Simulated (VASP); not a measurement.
Ca: single point with PBEsol

Ca:

```xyz
1
Lattice="0.0000 2.7942 2.7942 2.7942 0.0000 2.7942 2.7942 2.7942 0.0000" Properties=species:S:1:pos:R:3 pbc="T T T"
Ca    0.0000    0.0000    0.0000
```

```json
{
  "Program": "VASP 6.6.1",
  "Task": "single point",
  "Functional": "PBEsol",
  "Potentials or basis": "VASP PAW PBE potentials, release 64 (Ca_sv)",
  "Cutoff": "500 eV",
  "k mesh": "11 × 11 × 11",
  "Occupations": "fermi-dirac, width 0.08 eV",
  "Spin": "no spin polarisation"
}
```

```
Pressure               : -1.2 GPa
Band gap on the k mesh : zero (bands 5 and 6 overlap by 0.30 eV)
```

Levels at points of the mesh, in eV from the Fermi level:
```
           k point  band 2  band 3  band 4  band 5  band 6  band 7  band 8  band 9
(0.00, 0.00, 0.00)  -22.91  -22.91  -22.91   -3.97    2.29    2.29    2.29    3.33
```

Wall time 9.7 s on 1 thread of Intel(R) Xeon(R) 6975P-C (Granite Rapids), with other jobs on the host, peak memory 0.16 GiB.

Caveat: the PAW data sets were made with another functional, which shifts forces and pressure a little.
